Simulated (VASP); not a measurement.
# Cr in VASP: single point with PBEsol

Aim: the single point of Cr with PBEsol.

All numbers are computed with VASP 6.6.1; they aren't measurements. Logs are shortened: lines on timing, memory, paths and dates and some standing lists are left out, and cuts for length are marked.

### Step 1. The cell of the first run

The cell holds a slab with vacuum, 7 atoms: a = 2.880 Å, b = 2.494 Å, c = 28.219 Å, α = 90.00°, β = 90.00°, γ = 54.74°.

### Step 2. Single point, PBEsol

File INCAR:

```
SYSTEM = Cr
ALGO = Normal
DIPOL = 0.5 0.5 0.500
EDIFF = 1E-6
ENCUT = 400
GGA = PS
GGA_COMPAT = .False.
IDIPOL = 3
ISIF = 2
ISMEAR = 1
LASPH = .True.
LCHARG = .False.
LDIPOL = .True.
LREAL = .False.
LWAVE = .False.
NBANDS = 51
NELM = 120
NELMDL = -8
PREC = Accurate
SIGMA = 0.1
```

File KPOINTS:

```
k-points
0
Gamma
  16 16 1
  0 0 0
```

File POSCAR:

```
Cr
1.0
    2.8800000000      0.0000000000      0.0000000000
    1.4400000000      2.0364675300      0.0000000000
    0.0000000000      0.0000000000     28.2188051790
Cr
7
Direct
    0.0000000000      0.0000000000      0.2959718355
    0.5000000000      0.0000000000      0.3610801780
    0.0000000000      0.0000000000      0.4310081624
    0.5000000000      0.0000000000      0.4999999995
    0.0000000000      0.0000000000      0.5689918363
    0.5000000000      0.0000000000      0.6389198135
    0.0000000000      0.0000000000      0.7040281749
```

Potentials or basis: VASP PAW PBE potentials, release 64 (Cr_pv).

The run is started by

```sh
$ cat potpaw_PBE.64/Cr_pv/POTCAR > POTCAR
$ mpirun -np 1 vasp_std > vasp.out
```

OUTCAR:

```text
SYSTEM = Cr
   EDIFF = 1E-6
   ENCUT = 400
   GGA = PS
   ISIF = 2
   ISMEAR = 1
   LASPH = .True.
   LREAL = .False.
   NELM = 120
   NELMDL = -8
   PREC = Accurate

 ion  position               nearest neighbor table
   1  0.000  0.000  0.296-   2 2.33   2 2.33   2 2.74   2 2.74
   2  0.500  0.000  0.361-   1 2.33   1 2.33   3 2.44   3 2.44   1 2.74   1 2.74   3 2.84   3 2.84

   3  0.000  0.000  0.431-   4 2.42   4 2.42   2 2.44   2 2.44   4 2.82   4 2.82   2 2.84   2 2.84

   4  0.500  0.000  0.500-   5 2.42   5 2.42   3 2.42   3 2.42   5 2.82   5 2.82   3 2.82   3 2.82

   5  0.000  0.000  0.569-   4 2.42   4 2.42   6 2.44   6 2.44   4 2.82   4 2.82   6 2.84   6 2.84

   6  0.500  0.000  0.639-   7 2.33   7 2.33   5 2.44   5 2.44   7 2.74   7 2.74   5 2.84   5 2.84

   7  0.000  0.000  0.704-   6 2.33   6 2.33   6 2.74   6 2.74

  LATTYP: Found a base centered orthorhombic cell.
 ALAT       =     2.8800000000
 B/A-ratio  =     1.4142135625
 C/A-ratio  =     9.7981962427

  Lattice vectors:

 A1 = (   1.4400000000,  -2.0364675300,   0.0000000000)
 A2 = (   1.4400000000,   2.0364675300,   0.0000000000)
 A3 = (   0.0000000000,   0.0000000000,  28.2188051790)

Analysis of symmetry for initial positions (statically):
=====================================================================
 Subroutine PRICEL returns:
 Original cell was already a primitive cell.

 Routine SETGRP: Setting up the symmetry group for a
 base centered orthorhombic supercell.

 Subroutine GETGRP returns: Found  8 space group operations
 (whereof  8 operations were pure point group operations)
 out of a pool of  8 trial point group operations.

The static configuration has the point symmetry D_2h.

Analysis of symmetry for dynamics (positions and initial velocities):
=====================================================================
 Subroutine PRICEL returns:
 Original cell was already a primitive cell.

 Routine SETGRP: Setting up the symmetry group for a
 base centered orthorhombic supercell.

 Subroutine GETGRP returns: Found  8 space group operations
 (whereof  8 operations were pure point group operations)
 out of a pool of  8 trial point group operations.

The dynamic configuration has the point symmetry D_2h.

 Subroutine INISYM returns: Found  8 space group operations
 (whereof  8 operations are pure point group operations),
 and found     1 'primitive' translations

----------------------------------------------------------------------------------------

                                     Primitive cell

  volume of cell :     165.5040

  direct lattice vectors                    reciprocal lattice vectors
     2.880000000  0.000000000  0.000000000     0.347222222 -0.245523188  0.000000000
     1.440000000  2.036467530  0.000000000     0.000000000  0.491046376  0.000000000
     0.000000000  0.000000000 28.218805179     0.000000000  0.000000000  0.035437361

  length of vectors
     2.880000000  2.494153163 28.218805179     0.425258636  0.491046376  0.035437361

  position of ions in fractional coordinates (direct lattice)
     0.000000000  0.000000000  0.295971835
     0.500000000  0.000000000  0.361080178
     0.000000000  0.000000000  0.431008162
     0.500000000  0.000000000  0.499999999
     0.000000000  0.000000000  0.568991836
     0.500000000  0.000000000  0.638919814
     0.000000000  0.000000000  0.704028175

  ion indices of the primitive-cell ions
   primitive index   ion index
                 1           1
                 2           2
                 3           3
                 4           4
                 5           5
                 6           6
                 7           7

----------------------------------------------------------------------------------------

 KPOINTS: k-points

Automatic generation of k-mesh.
 Grid dimensions read from file:
 generate k-points for:   16   16    1

 Generating k-lattice:

  Cartesian coordinates                     Fractional coordinates (reciprocal lattice)
     0.021701389 -0.015345199  0.000000000     0.062500000  0.000000000  0.000000000
     0.000000000  0.030690398  0.000000000     0.000000000  0.062500000  0.000000000
     0.000000000  0.000000000  0.035437361     0.000000000  0.000000000  1.000000000

  Length of vectors
     0.026578665  0.030690398  0.035437361

  Shift w.r.t. Gamma in fractional coordinates (k-lattice)
     0.000000000  0.000000000  0.000000000

 Subroutine IBZKPT returns following result:
 ===========================================

 Found     73 irreducible k-points:

 Following reciprocal coordinates:
            Coordinates               Weight
  0.000000  0.000000  0.000000      1.000000
  0.062500 -0.000000  0.000000      4.000000
  0.125000 -0.000000  0.000000      4.000000
  0.187500 -0.000000  0.000000      4.000000
  0.250000 -0.000000  0.000000      4.000000
  0.312500  0.000000  0.000000      4.000000
[... 16 lines left out ...]
 -0.125000  0.062500  0.000000      4.000000
 -0.062500  0.062500  0.000000      4.000000
 [... further k-points ...]
   k-points           NKPTS =     73   k-points in BZ     NKDIM =     73   number of bands    NBANDS=     51
   number of dos      NEDOS =    301   number of ions     NIONS =      7
   total plane-waves  NPLWV =  61440
   dimension x,y,z NGX =    20 NGY =   16 NGZ =  192
   dimension x,y,z NGXF=    40 NGYF=   32 NGZF=  384
   ions per type =               7
   NGX,Y,Z   is equivalent  to a cutoff of  11.54, 10.66, 11.31 a.u.
   NGXF,Y,Z  is equivalent  to a cutoff of  23.09, 21.33, 22.62 a.u.
 SYSTEM =  Cr
   PREC   = accura    normal or accurate (medium, high low for compatibility)
   ISTART =      0    job   : 0-new  1-cont  2-samecut
   ICHARG =      2    charge: 1-file 2-atom 10-const
   ISPIN  =      1    spin polarized calculation?
   LNONCOLLINEAR =      F non collinear calculations
   LSORBIT =      F    spin-orbit coupling
   LASPH  =      T    aspherical Exc in radial PAW
   ENCUT  =  400.0 eV  29.40 Ry    5.42 a.u.   4.70  4.07 46.02*2*pi/ulx,y,z
   NELM   =    120;   NELMIN=  2; NELMDL= -8     # of ELM steps
   EDIFF  = 0.1E-05   stopping-criterion for ELM
   LREAL  =      F    real-space projection
   EDIFFG = 0.1E-04   stopping-criterion for IOM
   NSW    =      0    number of steps for IOM
   IBRION =     -1    ionic relax: 0-MD 1-quasi-New 2-CG
   NFREE  =      0    steps in history (QN), initial steepest desc. (CG)
   ISIF   =      2    stress and relaxation
   ISYM   =      2    0-nonsym 1-usesym 2-fastsym
   POTIM  = 0.5000    time-step for ionic-motion
   TEBEG  =    0.0;   TEEND  =   0.0 temperature during run
   PSTRESS=    0.0 pullay stress
   NELECT =      84.0000    total number of electrons
   NUPDOWN=      -1.0000    fix difference up-down
   EMIN   =  10.00;   EMAX   =-10.00  energy-range for DOS
   EFERMI =   0.00;   METHOD = LEGACY
   ISMEAR =     1;   SIGMA  =   0.10  broadening in eV -4-tet -1-fermi 0-gaus
   EFERMI_NEDOS =   21; number of points for ismear=-14 and -15
   IALGO  =     38    algorithm
   IMIX   =      4    mixing-type and parameters
     AMIX     =   0.40;   BMIX     =  1.00
     AMIX_MAG =   1.60;   BMIX_MAG =  1.00
  volume/ion in A,a.u.               =      23.64       159.55
  Fermi-wavevector in a.u.,A,eV,Ry     =   1.305865  2.467728 23.201801  1.705284
  Thomas-Fermi vector in A             =   2.436706
   LORBIT       =      0    0 simple, 1 ext, 2 COOP (PROOUT), +10 PAW based schemes
   GGA     = PS    functional components
   LHFCALC =     F    Hartree Fock is set to
   AEXX    =    0.0000 exact exchange contribution
   IVDW    =     0    specifies the selected vdW correction
   LEPSILON=     F    determine dielectric tensor
   LRPA    =     F    only Hartree local field effects (RPA)
 non-spin polarized calculation
 Methfessel and Paxton  Order N= 1 SIGMA  =   0.10
  energy-cutoff  :      400.00
  volume of cell :      165.50
 maximum number of plane-waves:      3094
   NGX =  9   NGY =  9   NGZ = 93

 dipolmoment           0.000000      0.000000      0.000000 electrons x Angstroem

 number of electron      84.0000028 magnetization

 dipolmoment           0.000000      0.000000     -0.000000 electrons x Angstroem

 Free energy of the ion-electron system (eV)
  ---------------------------------------------------
  ext. energy  EPLUGINS =         0.00000000
  ---------------------------------------------------
  free energy    TOTEN  =       -68.97596389 eV

  energy without entropy =      -68.97151533  energy(sigma->0) =      -68.97448104

 E-fermi :   2.9179     XC(G=0):  -7.4547

 val. band max:        2.9137183943   @ k =  -0.1250   0.4375   0.0000
 cond. band min:       2.9191950324   @ k =  -0.3750   0.0625   0.0000
 fundamental gap:      0.0054766380
 Fermi energy:         2.9178719296

 k-point     1 :       0.0000    0.0000    0.0000
  band No.  band energies     occupation
      1     -40.6038      2.00000
      2     -40.5120      2.00000
      3     -40.3501      2.00000
      4     -40.0935      2.00000
      5     -40.0195      2.00000
      6     -39.9839      2.00000
[... 43 lines left out ...]
     50       3.9483     -0.00000
     51       3.9579     -0.00000

 k-point     2 :       0.0625   -0.0000    0.0000
  band No.  band energies     occupation
      1     -40.5931      2.00000
      2     -40.5057      2.00000
      3     -40.3531      2.00000
      4     -40.1188      2.00000
      5     -40.0251      2.00000
      6     -39.9935      2.00000
[... 43 lines left out ...]
     50       3.8367     -0.00000
     51       3.9381     -0.00000

 k-point     3 :       0.1250   -0.0000    0.0000
  band No.  band energies     occupation
      1     -40.5613      2.00000
      2     -40.4889      2.00000
      3     -40.3643      2.00000
      4     -40.1801      2.00000
      5     -40.0474      2.00000
      6     -40.0404      2.00000
[... 43 lines left out ...]
     50       3.7144     -0.00000
     51       3.8380     -0.00000
[... 1027 lines left out ...]
 k-point    23 :      -0.1250    0.0625    0.0000
  band No.  band energies     occupation
      1     -40.5343      2.00000
      2     -40.4693      2.00000
      3     -40.3595      2.00000
      4     -40.2033      2.00000
      5     -40.0921      2.00000
      6     -40.0848      2.00000
[... 43 lines left out ...]
     50       3.5468     -0.00000
     51       3.7328     -0.00000

 k-point    24 :      -0.0625    0.0625    0.0000
  band No.  band energies     occupation
      1     -40.5736      2.00000
      2     -40.4897      2.00000
      3     -40.3440      2.00000
      4     -40.1243      2.00000
      5     -40.0510      2.00000
      6     -40.0190      2.00000
[... 43 lines left out ...]
     50       3.5639     -0.00000
     51       3.8025     -0.00000

 [... further k-points ...]

------------------------ aborting loop because EDIFF is reached ----------------------------------------

 vacuum level on the upper side and lower side of the slab       (xc-potential included)        -0.178        -0.178

  FORCE on cell =-STRESS in cart. coord.  units (eV):
  Direction    XX          YY          ZZ          XY          YZ          ZX
  --------------------------------------------------------------------------------------
  -------------------------------------------------------------------------------------
  Total       -8.5162946     -6.1698193     -0.9679744      0.0000000      0.0000000      0.0000000
  in kB      -82.4427861    -59.7275124     -9.3705663      0.0000000      0.0000000      0.0000000
  external PRESSURE =     -50.5136216 kB  Pullay stress =       0.0000000 kB

 VOLUME and BASIS-vectors are now :
 -----------------------------------------------------------------------------
  energy-cutoff  :      400.00
  volume of cell :      165.50
      direct lattice vectors                 reciprocal lattice vectors
     2.880000000  0.000000000  0.000000000     0.347222222 -0.245523188  0.000000000
     1.440000000  2.036467530  0.000000000     0.000000000  0.491046376  0.000000000
     0.000000000  0.000000000 28.218805179     0.000000000  0.000000000  0.035437361

 POSITION                                       TOTAL-FORCE (eV/Angst)
 -----------------------------------------------------------------------------------
      0.00000      0.00000      8.35197        -0.000000     -0.000000      0.013690
      1.44000      0.00000     10.18925         0.000000      0.000000      0.006112
      0.00000      0.00000     12.16254         0.000000     -0.000000      0.002676
      1.44000      0.00000     14.10940        -0.000000      0.000000      0.000000
      0.00000      0.00000     16.05627         0.000000      0.000000     -0.002676
      1.44000      0.00000     18.02955        -0.000000      0.000000     -0.006112
      0.00000      0.00000     19.86683         0.000000      0.000000     -0.013690
 -----------------------------------------------------------------------------------
    total drift:                               -0.000000      0.000000      0.000001

  FREE ENERGIE OF THE ION-ELECTRON SYSTEM (eV)
  ---------------------------------------------------
  free  energy   TOTEN  =       -68.9759638897 eV

  energy  without entropy=      -68.9715153331  energy(sigma->0) =      -68.97448104

 vacuum level on the upper side and lower side of the slab         7.578         7.578
```

Run time: 31 min. Hardware: 1 thread of Intel Xeon 8259CL, shared host; peak memory 0.43 GiB.

Results:

| Item | Value |
| --- | --- |
| Free energy | -68.9760 eV |
| Largest force | 0.014 eV/Å |
| Band gap on the k mesh | zero (bands 42 and 43 overlap by 1.50 eV) |

Forces in eV/Å, atoms in the order of the input:
```
Cr   0.000  0.000  0.014
Cr   0.000  0.000  0.006
Cr   0.000  0.000  0.003
Cr   0.000  0.000  0.000
Cr   0.000  0.000 -0.003
Cr   0.000  0.000 -0.006
Cr   0.000  0.000 -0.014
```

Levels at points of the mesh, in eV from the Fermi level:
```
           k point  band 39  band 40  band 41  band 42  band 43  band 44  band 45  band 46
(0.00, 0.00, 0.00)    -0.82    -0.80    -0.77    -0.75    -0.20    -0.10     0.67     0.76
(0.50, 0.00, 0.00)    -0.36     0.04     0.64     0.88     0.89     0.98     0.99     1.04
(0.00, 0.50, 0.00)     0.47     0.61     0.82     0.86     1.04     1.10     1.36     1.69
```

Caveat: the PAW data sets were made with another functional, which shifts forces and pressure a little; the run has no spin polarisation, though such a crystal can be magnetic. Spin polarisation is off, so any magnetic state and its effect on volume and gap are missing.
